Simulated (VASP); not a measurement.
Write the native input for VASP 6.6.1 that does the following.

```
Task                               : single point
Functional                         : HSE06
Potentials or basis                : VASP PAW PBE potentials, release 64 (Li_sv, Cl)
Cutoff                             : 520 eV
k mesh                             : 6 × 6 × 6
Occupations                        : gaussian, width 0.01 eV
Spin                               : no spin polarisation
Dipole correction                  : no
Grid for exact exchange (PRECFOCK) : Normal
Further INCAR settings             : ALGO = Normal; EDIFF = 1e-06; NBANDS = 12
Share of exact exchange            : 0.25
Screening parameter                : 0.2079 1/Å
```

LiCl:

```
CELL_PARAMETERS angstrom
0.00000 2.52051 2.52051
2.52051 0.00000 2.52051
2.52051 2.52051 0.00000
ATOMIC_POSITIONS crystal
Li 0.00000 0.00000 0.00000
Cl 0.50000 0.50000 0.50000
```

This cell differs from its parent crystal: strain -1.4%.

One way to write it, as run:

POSCAR

```
LiCl
1.0
    0.0000000000      2.5205080802      2.5205080802
    2.5205080802      0.0000000000      2.5205080802
    2.5205080802      2.5205080802      0.0000000000
Li Cl
1 1
Direct
    0.0000000000      0.0000000000      0.0000000000
    0.5000000000      0.5000000000      0.5000000000
```

INCAR.step1

```
SYSTEM = LiCl
PREC = Accurate ; ENCUT = 520
EDIFF = 1E-5 ; ISMEAR = 0
SIGMA = 0.01 ; LREAL = .False.
LASPH = .True. ; NELM = 100
ALGO = Normal ; ISIF = 2
LWAVE = .True. ; LCHARG = .False.
GGA = PE ; NBANDS = 12
```

INCAR.step2

```
SYSTEM = LiCl
PREC = Accurate ; ENCUT = 520
EDIFF = 1E-6 ; ISMEAR = 0
SIGMA = 0.01 ; LREAL = .False.
LASPH = .True. ; NELM = 100
ALGO = Normal ; ISIF = 2
LWAVE = .False. ; LCHARG = .False.
GGA = PE ; LHFCALC = .True.
HFSCREEN = 0.2079 ; PRECFOCK = Normal
ISTART = 1 ; NBANDS = 12
```

KPOINTS

```
regular mesh
0
Gamma
  6 6 6
  0 0 0
```

Potentials or basis: VASP PAW PBE potentials, release 64 (Li_sv, Cl).

Launch:

```sh
$ cat potpaw_PBE.64/Li_sv/POTCAR potpaw_PBE.64/Cl/POTCAR > POTCAR
$ cp INCAR.step1 INCAR
$ mpirun -np 1 vasp_std > vasp.out
$ cp INCAR.step2 INCAR
$ mpirun -np 1 vasp_std > vasp.out
```

It gave:

```json
{
 "Band gap on the k mesh": "8.06 eV"
}
```

Caveat: the cell differs from its parent crystal (strain -1.4%).

It took 7.6 min on 1 thread of Intel(R) Xeon(R) Platinum 8259CL CPU @ 2.50GHz (Skylake/Cascade Lake), on a shared host, peak memory 0.26 GiB.
